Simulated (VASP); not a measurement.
# ZnS (Pm-3m) in VASP: further runs

The runs below take ZnS through single point, relaxation of cell and atoms, with PBE.

Program: VASP 6.6.1. These are calculated values, not measurements. Logs are shortened: lines on timing, memory, paths and dates and some standing lists are left out, and cuts for length are marked.

**1. The cell of the first run**

Symmetry: Pm-3m, No. 221, cubic system. The conventional cell has a = 3.195 Å, b = 3.195 Å, c = 3.195 Å, α = 90.00°, β = 90.00°, γ = 90.00°. Within 3.6 Å of Zn (site symmetry m-3m) lie 8 S at 2.77 Å and 6 Zn at 3.19 Å. S (site symmetry m-3m) has 8 Zn at 2.77 Å and 6 S at 3.19 Å within 3.6 Å.

The cell was built from a structure type or drawn by symmetry, and may not be a known phase.

**2. Single point, PBE**

INCAR

```
PREC = Accurate
ENCUT = 500
EDIFF = 1E-6
ISMEAR = 0
SIGMA = 0.1
LREAL = False
LASPH = True
NELM = 120
ALGO = Normal
ISIF = 2
LWAVE = False
LCHARG = False
GGA = PE
NBANDS = 16
GGA_COMPAT = False
```

KPOINTS

```
regular mesh
0
Gamma
  6 6 6
```

POSCAR

```
ZnS
1.0
    3.1947313293      0.0000000000      0.0000000000
    0.0000000000      3.1947313293      0.0000000000
    0.0000000000      0.0000000000      3.1947313293
Zn S
1 1
Direct
    0.5000000000      0.5000000000      0.5000000000
    0.0000000000      0.0000000000      0.0000000000
```

Potentials or basis: VASP PAW PBE potentials, release 64 (Zn, S).

The run is started by

```sh
> cat potpaw_PBE.64/Zn/POTCAR potpaw_PBE.64/S/POTCAR > POTCAR
> mpirun -np 1 vasp_std > vasp.out
```

OUTCAR:

```text
PREC = Accurate
   ENCUT = 500
   EDIFF = 1E-6
   ISMEAR = 0
   LREAL = False
   LASPH = True
   NELM = 120
   ISIF = 2
   GGA = PE

 ion  position               nearest neighbor table
   1  0.500  0.500  0.500-   2 2.77   2 2.77   2 2.77   2 2.77   2 2.77   2 2.77   2 2.77   2 2.77

   2  0.000  0.000  0.000-   1 2.77   1 2.77   1 2.77   1 2.77   1 2.77   1 2.77   1 2.77   1 2.77

  LATTYP: Found a simple cubic cell.
 ALAT       =     3.1947313293

  Lattice vectors:

 A1 = (   3.1947313293,   0.0000000000,   0.0000000000)
 A2 = (   0.0000000000,   3.1947313293,   0.0000000000)
 A3 = (   0.0000000000,   0.0000000000,   3.1947313293)

Analysis of symmetry for initial positions (statically):
=====================================================================
 Subroutine PRICEL returns:
 Original cell was already a primitive cell.

 Routine SETGRP: Setting up the symmetry group for a
 simple cubic supercell.

 Subroutine GETGRP returns: Found 48 space group operations
 (whereof 48 operations were pure point group operations)
 out of a pool of 48 trial point group operations.

The static configuration has the point symmetry O_h .

Analysis of symmetry for dynamics (positions and initial velocities):
=====================================================================
 Subroutine PRICEL returns:
 Original cell was already a primitive cell.

 Routine SETGRP: Setting up the symmetry group for a
 simple cubic supercell.

 Subroutine GETGRP returns: Found 48 space group operations
 (whereof 48 operations were pure point group operations)
 out of a pool of 48 trial point group operations.

The dynamic configuration has the point symmetry O_h .

 Subroutine INISYM returns: Found 48 space group operations
 (whereof 48 operations are pure point group operations),
 and found     1 'primitive' translations

----------------------------------------------------------------------------------------

                                     Primitive cell

  volume of cell :      32.6064

  direct lattice vectors                    reciprocal lattice vectors
     3.194731329  0.000000000  0.000000000     0.313015367  0.000000000  0.000000000
     0.000000000  3.194731329  0.000000000     0.000000000  0.313015367  0.000000000
     0.000000000  0.000000000  3.194731329     0.000000000  0.000000000  0.313015367

  length of vectors
     3.194731329  3.194731329  3.194731329     0.313015367  0.313015367  0.313015367

  position of ions in fractional coordinates (direct lattice)
     0.500000000  0.500000000  0.500000000
[... 73 lines left out ...]
   EDIFF  = 0.1E-05   stopping-criterion for ELM
   LREAL  =      F    real-space projection
   EDIFFG = 0.1E-04   stopping-criterion for IOM
   NSW    =      0    number of steps for IOM
   IBRION =     -1    ionic relax: 0-MD 1-quasi-New 2-CG
   NFREE  =      0    steps in history (QN), initial steepest desc. (CG)
   ISIF   =      2    stress and relaxation
   ISYM   =      2    0-nonsym 1-usesym 2-fastsym
   POTIM  = 0.5000    time-step for ionic-motion
   TEBEG  =    0.0;   TEEND  =   0.0 temperature during run
   PSTRESS=    0.0 pullay stress
   NELECT =      18.0000    total number of electrons
   NUPDOWN=      -1.0000    fix difference up-down
   EMIN   =  10.00;   EMAX   =-10.00  energy-range for DOS
   EFERMI =   0.00;   METHOD = LEGACY
   ISMEAR =     0;   SIGMA  =   0.10  broadening in eV -4-tet -1-fermi 0-gaus
   EFERMI_NEDOS =   21; number of points for ismear=-14 and -15
   IALGO  =     38    algorithm
   IMIX   =      4    mixing-type and parameters
     AMIX     =   0.40;   BMIX     =  1.00
     AMIX_MAG =   1.60;   BMIX_MAG =  1.00
  volume/ion in A,a.u.               =      16.30       110.02
  Fermi-wavevector in a.u.,A,eV,Ry     =   1.342965  2.537836 24.538851  1.803555
  Thomas-Fermi vector in A             =   2.471077
   LORBIT       =      0    0 simple, 1 ext, 2 COOP (PROOUT), +10 PAW based schemes
   GGA     = PE    functional components
   LHFCALC =     F    Hartree Fock is set to
   AEXX    =    0.0000 exact exchange contribution
   IVDW    =     0    specifies the selected vdW correction
   LEPSILON=     F    determine dielectric tensor
   LRPA    =     F    only Hartree local field effects (RPA)
 non-spin polarized calculation
 Gauss-broadening in eV      SIGMA  =   0.10
  energy-cutoff  :      500.00
  volume of cell :       32.61
 maximum number of plane-waves:       844
 NGX is ok and might be reduce to    24
   NGX = 11   NGY = 11   NGZ = 11

 number of electron      18.0000041 magnetization

 Free energy of the ion-electron system (eV)
  ---------------------------------------------------
  ext. energy  EPLUGINS =         0.00000000
  ---------------------------------------------------
  free energy    TOTEN  =        -4.91398883 eV

  energy without entropy =       -4.90190163  energy(sigma->0) =       -4.90794523

 E-fermi :   4.7350     XC(G=0): -11.0348

 val. band max:        4.7178113323   @ k =   0.5000   0.0000   0.0000
 cond. band min:       4.7708327811   @ k =   0.3333   0.3333   0.0000
 fundamental gap:      0.0530214488
 Fermi energy:         4.7349824878

 k-point     1 :       0.0000    0.0000    0.0000
  band No.  band energies     occupation
      1      -9.7775      2.00000
      2      -2.4105      2.00000
      3      -2.4105      2.00000
      4      -2.0202      2.00000
      5      -2.0202      2.00000
      6      -2.0202      2.00000
[... 357 lines left out ...]
      3      -2.7516      2.00000
      4      -2.7516      2.00000
      5      -1.8803      2.00000
      6      -1.8803      2.00000
[... 8 lines left out ...]
     15      23.9359      0.00000
     16      24.0527      0.00000

------------------------ aborting loop because EDIFF is reached ----------------------------------------

  FORCE on cell =-STRESS in cart. coord.  units (eV):
  Direction    XX          YY          ZZ          XY          YZ          ZX
  --------------------------------------------------------------------------------------
  -------------------------------------------------------------------------------------
  Total       -0.0100991     -0.0100991     -0.0100991     -0.0000000     -0.0000000      0.0000000
  in kB       -0.4962406     -0.4962406     -0.4962406     -0.0000000     -0.0000000      0.0000000
  external PRESSURE =      -0.4962406 kB  Pullay stress =       0.0000000 kB

 VOLUME and BASIS-vectors are now :
 -----------------------------------------------------------------------------
  energy-cutoff  :      500.00
  volume of cell :       32.61
      direct lattice vectors                 reciprocal lattice vectors
     3.194731329  0.000000000  0.000000000     0.313015367  0.000000000  0.000000000
     0.000000000  3.194731329  0.000000000     0.000000000  0.313015367  0.000000000
     0.000000000  0.000000000  3.194731329     0.000000000  0.000000000  0.313015367

 POSITION                                       TOTAL-FORCE (eV/Angst)
 -----------------------------------------------------------------------------------
      1.59737      1.59737      1.59737         0.000000      0.000000      0.000000
      0.00000      0.00000      0.00000         0.000000      0.000000      0.000000
 -----------------------------------------------------------------------------------
    total drift:                                0.000000      0.000000     -0.000000

  FREE ENERGIE OF THE ION-ELECTRON SYSTEM (eV)
  ---------------------------------------------------
  free  energy   TOTEN  =        -4.9139888281 eV

  energy  without entropy=       -4.9019016314  energy(sigma->0) =       -4.90794523
```

OSZICAR:

```text
N       E                     dE             d eps       ncg     rms          rms(c)
DAV:   1     0.711258817194E+02    0.71126E+02   -0.85779E+03   648   0.138E+03
DAV:   2    -0.197748560758E+01   -0.73103E+02   -0.68678E+02   784   0.239E+02
DAV:   3    -0.549372852066E+01   -0.35162E+01   -0.34928E+01   760   0.499E+01
DAV:   4    -0.552061351895E+01   -0.26885E-01   -0.26864E-01   832   0.456E+00
DAV:   5    -0.552084755301E+01   -0.23403E-03   -0.23403E-03   800   0.418E-01    0.705E+00
DAV:   6    -0.493730888040E+01    0.58354E+00   -0.12561E+00   808   0.297E+01    0.528E+00
DAV:   7    -0.492066354764E+01    0.16645E-01   -0.15099E-01   720   0.683E+00    0.295E+00
DAV:   8    -0.491422208067E+01    0.64415E-02   -0.16064E-02   856   0.162E+00    0.334E-01
DAV:   9    -0.491398931403E+01    0.23277E-03   -0.18779E-03   768   0.530E-01    0.938E-02
DAV:  10    -0.491400479080E+01   -0.15477E-04   -0.28634E-04   912   0.303E-01    0.732E-02
DAV:  11    -0.491399108467E+01    0.13706E-04   -0.57822E-05   904   0.131E-01    0.211E-02
DAV:  12    -0.491398874409E+01    0.23406E-05   -0.92632E-06   728   0.309E-02    0.506E-03
DAV:  13    -0.491398882814E+01   -0.84046E-07   -0.71739E-07   408   0.740E-03
   1 F= -.49139888E+01 E0= -.49079452E+01  d E =-.120872E-01
```

Wall time 6.2 s (1 thread of Intel Xeon Platinum 8488C (Sapphire Rapids), shared host); peak memory 0.13 GiB.

What came out:

```yaml
Free_energy: -4.9140 eV
Pressure: 0.0 GPa
Band_gap_on_the_k_mesh: zero (bands 9 and 10 overlap by 0.77 eV)
```

Caveat: semilocal functionals underestimate gaps, so a narrow gap can read as zero.

[end of part 1 of 2]
